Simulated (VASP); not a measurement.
Write the native input for VASP 6.6.1 that does the following.

```yaml
Task: single point
Functional: LDA
Potentials_or_basis: VASP PAW LDA potentials, release 64 (Cs_sv, Ag, Bi_d, Br)
Cutoff: 520 eV
k_mesh: 4 × 4 × 4
Occupations: gaussian, width 0.02 eV
Spin: no spin polarisation
Dipole_correction: no
Further_INCAR_settings: ALGO = Normal; EDIFF = 1e-06; NBANDS = 54
```

The structure of Cs2AgBiBr6 lies in POSCAR:

```
Cs2AgBiBr6
1.0
    0.0000000000      5.4982005971      5.4982005971
    5.4982005971      0.0000000000      5.4982005971
    5.4982005971      5.4982005971      0.0000000000
Cs Ag Bi Br
2 1 1 6
Direct
    0.2500000000      0.2500000000      0.2500000000
    0.7500000000      0.7500000000      0.7500000000
    0.5000000000      0.5000000000      0.5000000000
    0.0000000000      0.0000000000      0.0000000000
    0.2554569204      0.7445430796      0.2554569204
    0.2554569204      0.7445430796      0.7445430796
    0.7445430796      0.2554569204      0.7445430796
    0.7445430796      0.2554569204      0.2554569204
    0.2554569204      0.2554569204      0.7445430796
    0.7445430796      0.7445430796      0.2554569204
```

The input as run:

INCAR

```
SYSTEM = Cs2AgBiBr6
ALGO     = Normal         ! electronic algorithm
EDIFF    = 1E-6           ! SCF threshold, eV
ENCUT    = 520            ! plane-wave cutoff, eV
ISIF     = 2              ! what is computed and relaxed
ISMEAR   = 0              ! smearing method
LASPH    = .True.         ! aspherical terms in the spheres
LCHARG   = .False.        ! write CHGCAR
LREAL    = .False.        ! projectors in reciprocal space
LWAVE    = .False.        ! write WAVECAR
NBANDS   = 54             ! bands
NELM     = 100            ! most SCF steps
PREC     = Accurate       ! precision mode
SIGMA    = 0.02           ! smearing width, eV
```

KPOINTS

```
k-points
0
Gamma
  4 4 4
  0 0 0
```

Potentials or basis: VASP PAW LDA potentials, release 64 (Cs_sv, Ag, Bi_d, Br).

Launch:

```console
$ cat potpaw_LDA.64/Cs_sv/POTCAR potpaw_LDA.64/Ag/POTCAR potpaw_LDA.64/Bi_d/POTCAR potpaw_LDA.64/Br/POTCAR > POTCAR
$ mpirun -np 1 vasp_std > vasp.out
```

It gave:

```
Pressure               : 0.1 GPa
Largest force          : 0.007 eV/Å
Band gap on the k mesh : 0.95 eV (least direct gap 2.29 eV)
```

Caveat: spin-orbit coupling is left out, which moves the levels of the heavy elements.

Run time: 2.7 min on 1 thread of Intel(R) Xeon(R) Platinum 8259CL CPU @ 2.50GHz (Skylake/Cascade Lake) (shared host), peak memory 0.46 GiB.
